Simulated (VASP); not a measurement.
# Li2O: single point with PBE

Li2O:

```
Li O
1.0
     0.00000    2.31319    2.31319
     2.31319    0.00000    2.31319
     2.31319    2.31319    0.00000
Li O
2 1
Direct
  0.75000 0.75000 0.75000
  0.25000 0.25000 0.25000
  0.50000 0.50000 0.50000
```

```json
{
  "Program": "VASP 6.6.1",
  "Task": "single point",
  "Functional": "PBE",
  "Potentials or basis": "VASP PAW PBE potentials, release 64 (Li_sv, O)",
  "Cutoff": "750 eV",
  "k mesh": "8 × 8 × 8, shifted",
  "Occupations": "gaussian, width 0.02 eV",
  "Spin": "no spin polarisation"
}
```

```
Pressure               : -0.4 GPa
Band gap on the k mesh : 5.14 eV (least direct gap 5.36 eV)
```

Levels at points of the mesh, in eV from the valence-band top:
```csv
k point,band 4,band 5,band 6,band 7,band 8,band 9
"(0.06, 0.06, 0.06)",-0.12,0.00,0.00,5.36,11.94,11.99
```

It took 3.9 min on 1 thread of Intel(R) Xeon(R) 6975P-C (Granite Rapids), with other jobs on the host, peak memory 0.55 GiB.

Caveat: a shifted mesh leaves out Γ, where band edges can lie. A k mesh can miss the band edges.
